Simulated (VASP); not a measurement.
# SrIr3 (Pm-3m) in VASP: single point with r2SCAN

Aim: the single point of SrIr3 with r2SCAN.

Everything below comes from runs of VASP 6.6.1. Logs are shortened: lines on timing, memory, paths and dates and some standing lists are left out, and cuts for length are marked.

## (1) The cell of the first run

Symmetry: Pm-3m, No. 221, cubic system. The conventional cell has a = 4.169 Å, b = 4.169 Å, c = 4.169 Å, α = 90.00°, β = 90.00°, γ = 90.00°. Within 3.9 Å of Ir (site symmetry 4/mmm) lie 8 Ir at 2.95 Å and 4 Sr at 2.95 Å. Within 3.9 Å of Sr (site symmetry m-3m) lie 12 Ir at 2.95 Å.

## (2) Single point, r2SCAN

File POSCAR:

```
SrIr3
1.0
    4.1686580000      0.0000000000      0.0000000000
    0.0000000000      4.1686580000      0.0000000000
    0.0000000000      0.0000000000      4.1686580000
Ir Sr
3 1
Direct
    0.0000000000      0.5000000000      0.5000000000
    0.5000000000      0.0000000000      0.5000000000
    0.5000000000      0.5000000000      0.0000000000
    0.0000000000      0.0000000000      0.0000000000
```

File INCAR.step1:

```
  PREC = Accurate
  ENCUT = 550
  ISMEAR = -1
  SIGMA = 0.057
  LREAL = F
  LASPH = T
  NELM = 120
  NBANDS = 26
  GGA = PE
  ALGO = Normal
  EDIFF = 1E-5
  LWAVE = T
  LCHARG = F
  GGA_COMPAT = F
```

File INCAR.step2:

```
  PREC = Accurate
  ENCUT = 550
  EDIFF = 1E-6
  ISMEAR = -1
  SIGMA = 0.057
  LREAL = F
  LASPH = T
  NELM = 120
  ALGO = Normal
  ISIF = 2
  LWAVE = F
  LCHARG = F
  METAGGA = R2SCAN
  LMIXTAU = T
  NBANDS = 26
  ISTART = 1
  GGA_COMPAT = F
```

File KPOINTS:

```
regular mesh
0
Gamma
  8 8 8
```

Potentials or basis: VASP PAW PBE potentials, release 64 (Ir, Sr_sv).

Command:

```console
> cat potpaw_PBE.64/Ir/POTCAR potpaw_PBE.64/Sr_sv/POTCAR > POTCAR
> cp INCAR.step1 INCAR
> mpirun -np 1 vasp_std > vasp.out
> cp INCAR.step2 INCAR
> mpirun -np 1 vasp_std > vasp.out
```

OUTCAR:

```text
PREC = Accurate
   ENCUT = 550
   EDIFF = 1E-6
   ISMEAR = -1
   LREAL = F
   LASPH = T
   NELM = 120
   ISIF = 2
   METAGGA = R2SCAN
   ISTART = 1

 ion  position               nearest neighbor table
   1  0.000  0.500  0.500-   2 2.95   3 2.95   4 2.95   3 2.95   4 2.95   2 2.95   4 2.95   4 2.95
                             2 2.95   3 2.95   3 2.95   2 2.95
   2  0.500  0.000  0.500-   1 2.95   3 2.95   4 2.95   3 2.95   4 2.95   1 2.95   3 2.95   3 2.95
                             1 2.95   4 2.95   4 2.95   1 2.95
   3  0.500  0.500  0.000-   1 2.95   2 2.95   4 2.95   1 2.95   2 2.95   2 2.95   4 2.95   2 2.95
                             1 2.95   4 2.95   1 2.95   4 2.95
   4  0.000  0.000  0.000-   1 2.95   2 2.95   3 2.95   1 2.95   2 2.95   1 2.95   3 2.95   1 2.95
                             2 2.95   3 2.95   2 2.95   3 2.95

  LATTYP: Found a simple cubic cell.
 ALAT       =     4.1686580000

  Lattice vectors:

 A1 = (   4.1686580000,   0.0000000000,   0.0000000000)
 A2 = (   0.0000000000,   4.1686580000,   0.0000000000)
 A3 = (   0.0000000000,   0.0000000000,   4.1686580000)

Analysis of symmetry for initial positions (statically):
=====================================================================
 Subroutine PRICEL returns:
 Original cell was already a primitive cell.

 Routine SETGRP: Setting up the symmetry group for a
 simple cubic supercell.

 Subroutine GETGRP returns: Found 48 space group operations
 (whereof 48 operations were pure point group operations)
 out of a pool of 48 trial point group operations.

The static configuration has the point symmetry O_h .

Analysis of symmetry for dynamics (positions and initial velocities):
=====================================================================
 Subroutine PRICEL returns:
 Original cell was already a primitive cell.

 Routine SETGRP: Setting up the symmetry group for a
 simple cubic supercell.

 Subroutine GETGRP returns: Found 48 space group operations
 (whereof 48 operations were pure point group operations)
 out of a pool of 48 trial point group operations.

The dynamic configuration has the point symmetry O_h .

 Subroutine INISYM returns: Found 48 space group operations
 (whereof 48 operations are pure point group operations),
 and found     1 'primitive' translations

----------------------------------------------------------------------------------------

                                     Primitive cell

  volume of cell :      72.4417

  direct lattice vectors                    reciprocal lattice vectors
     4.168658000  0.000000000  0.000000000     0.239885354  0.000000000  0.000000000
     0.000000000  4.168658000  0.000000000     0.000000000  0.239885354  0.000000000
     0.000000000  0.000000000  4.168658000     0.000000000  0.000000000  0.239885354

  length of vectors
     4.168658000  4.168658000  4.168658000     0.239885354  0.239885354  0.239885354

  position of ions in fractional coordinates (direct lattice)
     0.000000000  0.500000000  0.500000000
     0.500000000  0.000000000  0.500000000
     0.500000000  0.500000000  0.000000000
     0.000000000  0.000000000  0.000000000

  ion indices of the primitive-cell ions
   primitive index   ion index
                 1           1
                 2           2
                 3           3
                 4           4

----------------------------------------------------------------------------------------

 KPOINTS: regular mesh

Automatic generation of k-mesh.
 Grid dimensions read from file:
 generate k-points for:    8    8    8

 Generating k-lattice:

  Cartesian coordinates                     Fractional coordinates (reciprocal lattice)
     0.029985669  0.000000000  0.000000000     0.125000000  0.000000000  0.000000000
     0.000000000  0.029985669  0.000000000     0.000000000  0.125000000  0.000000000
     0.000000000  0.000000000  0.029985669     0.000000000  0.000000000  0.125000000

  Length of vectors
     0.029985669  0.029985669  0.029985669

  Shift w.r.t. Gamma in fractional coordinates (k-lattice)
     0.000000000  0.000000000  0.000000000

 Subroutine IBZKPT returns following result:
 ===========================================

 Found     35 irreducible k-points:

 Following reciprocal coordinates:
            Coordinates               Weight
  0.000000  0.000000  0.000000      1.000000
  0.125000  0.000000  0.000000      6.000000
  0.250000  0.000000  0.000000      6.000000
  0.375000  0.000000  0.000000      6.000000
  0.500000  0.000000  0.000000      3.000000
  0.125000  0.125000  0.000000     12.000000
[... 16 lines left out ...]
  0.375000  0.375000  0.125000     24.000000
  0.500000  0.375000  0.125000     24.000000
 [... further k-points ...]
   k-points           NKPTS =     35   k-points in BZ     NKDIM =     35   number of bands    NBANDS=     26
   number of dos      NEDOS =    301   number of ions     NIONS =      4
   total plane-waves  NPLWV =  32768
   dimension x,y,z NGX =    32 NGY =   32 NGZ =   32
   dimension x,y,z NGXF=    64 NGYF=   64 NGZF=   64
   ions per type =               3   1
   NGX,Y,Z   is equivalent  to a cutoff of  12.76, 12.76, 12.76 a.u.
   NGXF,Y,Z  is equivalent  to a cutoff of  25.52, 25.52, 25.52 a.u.
 SYSTEM =  unknown system
   PREC   = accura    normal or accurate (medium, high low for compatibility)
   ISTART =      1    job   : 0-new  1-cont  2-samecut
   ICHARG =      0    charge: 1-file 2-atom 10-const
   ISPIN  =      1    spin polarized calculation?
   LNONCOLLINEAR =      F non collinear calculations
   LSORBIT =      F    spin-orbit coupling
   LASPH  =      T    aspherical Exc in radial PAW
   ENCUT  =  550.0 eV  40.42 Ry    6.36 a.u.   7.97  7.97  7.97*2*pi/ulx,y,z
   NELM   =    120;   NELMIN=  2; NELMDL=  0     # of ELM steps
   EDIFF  = 0.1E-05   stopping-criterion for ELM
   LREAL  =      F    real-space projection
   EDIFFG = 0.1E-04   stopping-criterion for IOM
   NSW    =      0    number of steps for IOM
   IBRION =     -1    ionic relax: 0-MD 1-quasi-New 2-CG
   NFREE  =      0    steps in history (QN), initial steepest desc. (CG)
   ISIF   =      2    stress and relaxation
   ISYM   =      2    0-nonsym 1-usesym 2-fastsym
   POTIM  = 0.5000    time-step for ionic-motion
   TEBEG  =    0.0;   TEEND  =   0.0 temperature during run
   PSTRESS=    0.0 pullay stress
   NELECT =      37.0000    total number of electrons
   NUPDOWN=      -1.0000    fix difference up-down
   EMIN   =  10.00;   EMAX   =-10.00  energy-range for DOS
   EFERMI =   0.00;   METHOD = LEGACY
   ISMEAR =    -1;   SIGMA  =   0.06  broadening in eV -4-tet -1-fermi 0-gaus
   EFERMI_NEDOS =   21; number of points for ismear=-14 and -15
   IALGO  =     38    algorithm
   IMIX   =      4    mixing-type and parameters
     AMIX     =   0.40;   BMIX     =  1.00
     AMIX_MAG =   1.60;   BMIX_MAG =  1.00
  volume/ion in A,a.u.               =      18.11       122.22
  Fermi-wavevector in a.u.,A,eV,Ry     =   1.308617  2.472927 23.299675  1.712478
  Thomas-Fermi vector in A             =   2.439271
   LORBIT       =      0    0 simple, 1 ext, 2 COOP (PROOUT), +10 PAW based schemes
   METAGGA = R2SCAN    functional components
   LHFCALC =     F    Hartree Fock is set to
   AEXX    =    0.0000 exact exchange contribution
   IVDW    =     0    specifies the selected vdW correction
   LEPSILON=     F    determine dielectric tensor
   LRPA    =     F    only Hartree local field effects (RPA)
 non-spin polarized calculation
  energy-cutoff  :      550.00
  volume of cell :       72.44
 maximum number of plane-waves:      2176
 NGX is ok and might be reduce to    32
   NGX = 15   NGY = 15   NGZ = 15

 number of electron      36.9999993 magnetization

 Free energy of the ion-electron system (eV)
  ---------------------------------------------------
  ext. energy  EPLUGINS =         0.00000000
  ---------------------------------------------------
  free energy    TOTEN  =      -170.39116443 eV

  energy without entropy =     -170.35077343  energy(sigma->0) =     -170.37096893

 E-fermi :   5.8325     XC(G=0): -13.2026

 val. band max:        5.8304506842   @ k =   0.3750   0.1250   0.0000
 cond. band min:       5.8354060178   @ k =   0.2500   0.1250   0.0000
 fundamental gap:      0.0049553336
 Fermi energy:         5.8325146575

 k-point     1 :       0.0000    0.0000    0.0000
  band No.  band energies     occupation
      1     -28.2849      2.00000
      2      -9.9222      2.00000
      3      -9.9222      2.00000
      4      -9.9222      2.00000
      5      -1.6652      2.00000
      6       1.2499      2.00000
[... 18 lines left out ...]
     25      11.8118      0.00000
     26      15.8888      0.00000

 k-point     2 :       0.1250    0.0000    0.0000
  band No.  band energies     occupation
      1     -28.2821      2.00000
      2      -9.9847      2.00000
      3      -9.9309      2.00000
      4      -9.9309      2.00000
      5      -1.4487      2.00000
      6       1.3696      2.00000
[... 18 lines left out ...]
     25      12.6327      0.00000
     26      15.2073      0.00000

 k-point     3 :       0.2500    0.0000    0.0000
  band No.  band energies     occupation
      1     -28.2752      2.00000
      2     -10.1294      2.00000
      3      -9.9516      2.00000
      4      -9.9516      2.00000
      5      -0.8467      2.00000
      6       1.6406      2.00000
[... 18 lines left out ...]
     25      13.2771      0.00000
     26      13.8858      0.00000

 k-point     4 :       0.3750    0.0000    0.0000
  band No.  band energies     occupation
      1     -28.2684      2.00000
      2     -10.2668      2.00000
      3      -9.9722      2.00000
      4      -9.9722      2.00000
      5      -0.0183      2.00000
      6       1.8878      2.00000
[... 18 lines left out ...]
     25      12.9935      0.00000
     26      13.3308      0.00000
[... 496 lines left out ...]
      1     -28.2601      2.00000
      2     -10.2445      2.00000
      3     -10.0982      2.00000
      4     -10.0126      2.00000
      5       0.9743      2.00000
      6       1.9234      2.00000
[... 18 lines left out ...]
     25      12.1571      0.00000
     26      13.9350      0.00000

 k-point    23 :       0.3750    0.3750    0.1250
  band No.  band energies     occupation
      1     -28.2587      2.00000
      2     -10.1958      2.00000
      3     -10.1489      2.00000
      4     -10.0228      2.00000
      5       0.9862      2.00000
      6       2.0796      2.00000
[... 18 lines left out ...]
     25      11.7141      0.00000
     26      14.1230      0.00000

 k-point    24 :       0.5000    0.3750    0.1250
  band No.  band energies     occupation
      1     -28.2573      2.00000
      2     -10.2016      2.00000
      3     -10.1588      2.00000
      4     -10.0278      2.00000
      5       1.3078      2.00000
      6       1.8041      2.00000
[... 18 lines left out ...]
     25      11.6851      0.00000
     26      13.9875      0.00000

 [... further k-points ...]

------------------------ aborting loop because EDIFF is reached ----------------------------------------

  FORCE on cell =-STRESS in cart. coord.  units (eV):
  Direction    XX          YY          ZZ          XY          YZ          ZX
  --------------------------------------------------------------------------------------
  -------------------------------------------------------------------------------------
  Total       -2.9259668     -2.9259668     -2.9259668      0.0000000      0.0000000      0.0000000
  in kB      -64.7129462    -64.7129462    -64.7129462      0.0000000      0.0000000      0.0000000
  external PRESSURE =     -64.7129462 kB  Pullay stress =       0.0000000 kB

 VOLUME and BASIS-vectors are now :
 -----------------------------------------------------------------------------
  energy-cutoff  :      550.00
  volume of cell :       72.44
      direct lattice vectors                 reciprocal lattice vectors
     4.168658000  0.000000000  0.000000000     0.239885354  0.000000000  0.000000000
     0.000000000  4.168658000  0.000000000     0.000000000  0.239885354  0.000000000
     0.000000000  0.000000000  4.168658000     0.000000000  0.000000000  0.239885354

 POSITION                                       TOTAL-FORCE (eV/Angst)
 -----------------------------------------------------------------------------------
      0.00000      2.08433      2.08433         0.000000      0.000000      0.000000
      2.08433      0.00000      2.08433         0.000000      0.000000      0.000000
      2.08433      2.08433      0.00000         0.000000      0.000000      0.000000
      0.00000      0.00000      0.00000         0.000000      0.000000      0.000000
 -----------------------------------------------------------------------------------
    total drift:                                0.000000     -0.000000     -0.000000

  FREE ENERGIE OF THE ION-ELECTRON SYSTEM (eV)
  ---------------------------------------------------
  free  energy   TOTEN  =      -170.3911644302 eV

  energy  without entropy=     -170.3507734257  energy(sigma->0) =     -170.37096893
```

It took 2.4 min on 1 thread of AMD EPYC 7R13 (Zen 3), shared host; peak memory 0.2 GiB.

What came out:

```
Free energy            : -170.3912 eV
Pressure               : -6.5 GPa
Band gap on the k mesh : zero (an odd number of electrons rules out a gap without spin polarisation)
```

Levels at points of the mesh, in eV from the Fermi level:
```tsv
k point	band 15	band 16	band 17	band 18	band 19	band 20	band 21	band 22	band 23	band 24
(0.00, 0.00, 0.00)	0.13	0.13	1.23	1.68	1.68	1.68	3.85	3.85	3.85	5.98
(0.50, 0.00, 0.00)	-1.26	-1.21	-0.78	-0.57	-0.57	0.35	1.69	4.31	4.31	5.82
(0.50, 0.50, 0.00)	-1.86	-1.15	-1.07	-1.07	-0.42	-0.31	0.66	3.10	3.10	5.80
(0.50, 0.50, 0.50)	-0.77	-0.77	0.20	1.27	1.27	1.27	2.92	2.92	2.92	4.17
```

Caveat: the cell stands under tension; the PAW data sets were made with another functional, which shifts forces and pressure a little; spin-orbit coupling is left out, which moves the levels of the heavy elements.
